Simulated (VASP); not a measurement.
# Be5Te2: single point with PBE

Be5Te2:

```xyz
7
Lattice="-2.0533 3.5564 0.0000 -4.1066 0.0000 0.0000 -2.0533 1.1855 7.7134" Properties=species:S:1:pos:R:3 pbc="T T T"
Be   -6.1599    2.3709    3.8567
Be   -3.0799    0.5927    3.8567
Be   -5.1332    0.5927    3.8567
Be   -4.1066    2.3709    2.7802
Be   -4.1066    2.3709    4.9332
Te   -2.0533    1.1855    1.4443
Te   -6.1599    3.5564    6.2692
```

* Program: VASP 6.6.1
* Task: single point
* Functional: PBE
* Potentials or basis: VASP PAW PBE potentials, release 64 (Be, Te)
* Cutoff: 520 eV
* k mesh: 6 × 6 × 6
* Occupations: gaussian, width 0.2 eV
* Spin: no spin polarisation

```json
{
  "Pressure": "0.0 GPa",
  "Largest force": "0.077 eV/Å",
  "Band gap on the k mesh": "zero (band 11 reaches 6.29 eV, above the bottom of band 12 at 5.53 eV)"
}
```

Forces in eV/Å, atoms in the order of the input:
```
Be   0.000  0.000  0.000
Be   0.000  0.000  0.000
Be   0.000  0.000  0.000
Be   0.000  0.000  0.035
Be   0.000  0.000 -0.035
Te   0.000  0.000  0.077
Te   0.000  0.000 -0.077
```

Stress tensor (GPa, compression positive):
```
 0.14  0.00  0.00
 0.00  0.14  0.00
 0.00  0.00 -0.27
```

Levels at points of the mesh, in eV from the Fermi level:
```tsv
k point	band 9	band 10	band 11	band 12	band 13	band 14
(0.00, 0.00, 0.00)	-1.30	-1.30	0.01	0.01	2.46	2.92
(0.50, 0.00, 0.00)	-2.53	-1.29	0.47	0.91	1.50	2.49
(0.50, 0.50, 0.00)	-2.01	-1.96	-1.41	0.03	2.57	2.67
(0.00, 0.00, 0.50)	-0.94	-0.30	-0.30	-0.05	2.02	2.77
```

Run time: 93 s on 1 thread of AMD EPYC 7R43 64-Core Processor (Zen 3) (shared host), peak memory 0.23 GiB.

Caveat: spin-orbit coupling is left out, which moves the levels of the heavy elements; this functional lacks dispersion, which binds the layers, so the pressure and a relaxed spacing across them are unreliable.
